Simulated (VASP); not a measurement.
# As: single point with r2SCAN

The system is As.

```
As
1.0
     1.82981    1.05644    4.18951
    -1.82981    1.05644    4.18951
     0.00000   -2.11288    4.18951
As
2
Direct
  0.21947 0.21947 0.21947
  0.78053 0.78053 0.78053
```

| Item | Value |
| --- | --- |
| Program | VASP 6.6.1 |
| Task | single point |
| Functional | r2SCAN |
| Potentials or basis | VASP PAW PBE potentials, release 64 (As) |
| Cutoff | 520 eV |
| k mesh | 14 × 14 × 14 |
| Occupations | gaussian, width 0.05 eV |
| Spin | no spin polarisation |

```yaml
Pressure: 0.5 GPa
Largest_force: 0.020 eV/Å
Band_gap_on_the_k_mesh: zero (bands 5 and 6 overlap by 0.87 eV)
```

Forces in eV/Å, atoms in the order of the input:
```
As   0.000  0.000  0.020
As   0.000  0.000 -0.020
```

Levels at points of the mesh, in eV from the Fermi level:
| k point | band 1 | band 2 | band 3 | band 4 | band 5 | band 6 | band 7 | band 8 | band 9 | band 10 |
| --- | --- | --- | --- | --- | --- | --- | --- | --- | --- | --- |
| (0.00, 0.00, 0.00) | -15.78 | -7.55 | -3.37 | -1.97 | -1.97 | 1.18 | 2.35 | 2.35 | 8.13 | 8.13 |
| (0.50, 0.00, 0.00) | -13.11 | -11.33 | -4.36 | -3.56 | -1.73 | -0.13 | 0.44 | 2.31 | 6.61 | 8.33 |
| (0.50, 0.50, 0.00) | -13.12 | -10.79 | -5.68 | -4.19 | -3.99 | 1.26 | 4.27 | 4.96 | 6.59 | 9.97 |
| (0.50, 0.50, 0.50) | -15.34 | -9.84 | -1.87 | -1.87 | 0.04 | 1.02 | 1.57 | 1.57 | 7.94 | 9.34 |

Wall time 12 min on 1 thread of Intel Xeon 8259CL, with other jobs on the host, peak memory 0.32 GiB.

Caveat: the PAW data sets were made with another functional, which shifts forces and pressure a little.
